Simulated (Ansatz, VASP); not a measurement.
**SiO2: VASP beside Ansatz**

The input INCAR:

```
PREC     = Accurate       # precision mode
ENCUT    = 520            # plane-wave cutoff, eV
EDIFF    = 1E-6           # SCF threshold, eV
ISMEAR   = 0              # smearing method
SIGMA    = 0.05           # smearing width, eV
LREAL    = F              # projectors in reciprocal space
LASPH    = T              # aspherical terms in the spheres
NELM     = 80             # most SCF steps
ALGO     = Normal         # electronic algorithm
ISIF     = 2              # what is computed and relaxed
LWAVE    = F              # write WAVECAR
LCHARG   = F              # write CHGCAR
GGA      = CA             # functional
NBANDS   = 25             # bands
```

Contents of KPOINTS:

```
regular mesh
0
Gamma
  6 6 8
```

File POSCAR:

```
SiO2
1.0
    4.1053000000      0.0000000000      0.0000000000
    0.0000000000      4.1053000000      0.0000000000
    0.0000000000      0.0000000000      2.7252000000
Si O
2 4
Direct
    0.5000000000      0.5000000000      0.5000000000
    0.0000000000      0.0000000000      0.0000000000
    0.6944252994      0.6944252994      0.0000000000
    0.1944252994      0.8055747006      0.5000000000
    0.3055747006      0.3055747006      0.0000000000
    0.8055747006      0.1944252994      0.5000000000
```

Input for Ansatz:

```yaml
crystal:
  lattice:
    - [4.1053, 0.0, 0.0]
    - [0.0, 4.1053, 0.0]
    - [0.0, 0.0, 2.7252]
  atoms:
    - { symbol: Si, position: [0.5, 0.5, 0.5] }
    - { symbol: Si, position: [0.0, 0.0, 0.0] }
    - { symbol: O, position: [0.6944252994, 0.6944252994, 0.0] }
    - { symbol: O, position: [0.1944252994, 0.8055747006, 0.5] }
    - { symbol: O, position: [0.3055747006, 0.3055747006, 0.0] }
    - { symbol: O, position: [0.8055747006, 0.1944252994, 0.5] }
basis:
  ecutwfc: 520.0
kpoints:
  mp_grid: { grid: [6, 6, 8] }
hamiltonian:
  xc: lda
  pseudopotentials: { kind: paw, azcp: { folder: soft_1 } }
scf:
  occupations: { method: gaussian, width: 0.05 }
output:
  forces: true
  stress: true
  eigenvalues: true
```

Alike in both runs: task single point; functional LDA; k mesh 6 × 6 × 8; occupations gaussian, width 0.05 eV; no spin polarisation.

|  | VASP | Ansatz |
| --- | --- | --- |
| version | VASP 6.6.1 | Ansatz 0.2.0 |
| potentials or method | VASP PAW LDA potentials, release 64 (Si, O), cutoff 520 eV | scalar-relativistic, plane waves, PAW |
| valence electrons in the cell | 32 | 32 |

```csv
,VASP,Ansatz,Ansatz less VASP
gap on the k mesh at the Fermi level (eV),5.68,5.68,-0.003
least direct gap on the mesh (eV),5.68,5.68,-0.003
pressure (GPa),-0.1,-1.2,-1.05
"traceless stress, the component that is largest in VASP (GPa)",-10.51,-11.00,-0.491
rms of the force components (eV/Å),0.099,0.090,-0.0086
```

Ansatz warns that its potentials were made for another functional, while VASP's fit it. LDA's correlation is that of Perdew and Zunger in VASP and of Perdew and Wang (1992) in Ansatz. Atom by atom the forces differ by 0.009 eV/Å (rms over components).
